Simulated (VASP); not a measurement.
A run of VASP 6.6.1 is set up as follows.

Contents of INCAR:

```
  ALGO = Normal
  EDIFF = 1E-7
  ENCUT = 520
  GGA = PE
  ISIF = 2
  ISMEAR = -1
  LASPH = T
  LCHARG = F
  LREAL = F
  LWAVE = F
  NBANDS = 12
  NELM = 60
  PREC = Accurate
  SIGMA = 0.05
```

KPOINTS

```
k-points
0
Gamma
  10 10 10
```

The input POSCAR:

```
P
1.0
    0.0000000000      2.6566464230      2.6566464230
    2.6566464230      0.0000000000      2.6566464230
    2.6566464230      2.6566464230      0.0000000000
P
2
Direct
   -0.1700000000     -0.1100000000     -0.1100000000
    0.1700000000      0.1100000000      0.1100000000
```

Potentials or basis: VASP PAW PBE potentials, release 64 (P).

Launch:

```sh
$ cat potpaw_PBE.64/P/POTCAR > POTCAR
$ mpirun -np 1 vasp_std > vasp.out
```

Problem. Estimate the largest force.

Solution. 1.069 eV/Å.

Problem. Predict the band gap on the k mesh.

Solution. Zero (bands 5 and 6 overlap by 1.99 eV).

Stress tensor (GPa, compression positive):
```
 7.16 -4.43 -4.43
-4.43  7.16  4.43
-4.43  4.43  7.16
```

Caveat: the cell differs from its parent crystal (shortest bond scaled by 0.88); the cell stands under pressure; forces of over 1 eV/Å act on the atoms, so gaps and moduli don't describe the material at rest.
